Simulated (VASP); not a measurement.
## RbBr: single point with PBE

The system is RbBr.

```
CELL_PARAMETERS angstrom
0.00000 3.42750 3.42750
3.42750 0.00000 3.42750
3.42750 3.42750 0.00000
ATOMIC_POSITIONS crystal
Rb 0.50000 0.50000 0.50000
Br 0.00000 0.00000 0.00000
```

- Program: VASP 6.6.1
- Task: single point
- Functional: PBE
- Potentials or basis: VASP PAW PBE potentials, release 64 (Rb_sv, Br)
- Cutoff: 520 eV
- k mesh: 8 × 8 × 8
- Occupations: gaussian, width 0.05 eV
- Spin: no spin polarisation
- Dipole correction: no
- Further INCAR settings: ALGO = Normal; EDIFF = 1e-07; NBANDS = 15

```
Pressure               : 1.0 GPa
Band gap on the k mesh : 4.36 eV, direct
```

Levels at points of the mesh, in eV from the valence-band top:
| k point | band 4 | band 5 | band 6 | band 7 | band 8 | band 9 | band 10 | band 11 | band 12 | band 13 |
| --- | --- | --- | --- | --- | --- | --- | --- | --- | --- | --- |
| (0.00, 0.00, 0.00) | -8.49 | -8.49 | 0.00 | 0.00 | 0.00 | 4.36 | 7.28 | 7.28 | 7.28 | 8.17 |
| (0.50, 0.00, 0.00) | -8.50 | -8.44 | -0.99 | -0.36 | -0.36 | 6.81 | 7.72 | 9.49 | 9.49 | 10.16 |
| (0.50, 0.50, 0.00) | -8.56 | -8.56 | -0.47 | -0.16 | -0.16 | 5.61 | 7.13 | 9.20 | 9.20 | 9.44 |

Run time: 17 s on 1 thread of Intel(R) Xeon(R) 6975P-C (Granite Rapids), with other jobs on the host, peak memory 0.21 GiB.

A k mesh can miss the band edges.
